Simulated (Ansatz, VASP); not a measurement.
## Two plane-wave programs on CaO

```
Ca O
1.0
    -0.05371    2.59603    2.59603
     2.59603   -0.05371    2.59603
     2.59603    2.59603   -0.05371
Ca O
1 1
Direct
  0.99820 0.99820 0.99820
  0.25180 0.25180 0.25180
```

Change from the starting cell: epitaxial_111 strain +1.7%.

Alike in both runs: task single point; functional PBE; k mesh 8 × 8 × 8; occupations fermi-dirac, width 0.02 eV; no spin polarisation.

|  | VASP | Ansatz |
| --- | --- | --- |
| version | VASP 6.6.1 | Ansatz 0.2.0 |
| potentials or method | VASP PAW PBE potentials, release 64 (Ca_sv, O) | plane waves, PAW |
| plane-wave cutoff (eV) | 520 | 420 |
| valence electrons in the cell | 16 | 16 |

|  | VASP | Ansatz | Ansatz less VASP |
| --- | --- | --- | --- |
| gap on the k mesh at the Fermi level (eV) | 3.24 | 3.25 | +0.008 |
| pressure (GPa) | 0.3 | -0.1 | -0.45 |
| traceless stress, the component that is largest in VASP (GPa) | 0.73 | 0.72 | -0.004 |
| rms of the force components (eV/Å) | 0.004 | 0.001 | -0.0033 |

Atom by atom the forces differ by 0.003 eV/Å (rms over components). The functional is the same, so the differences come from potentials, cutoffs and numerics.
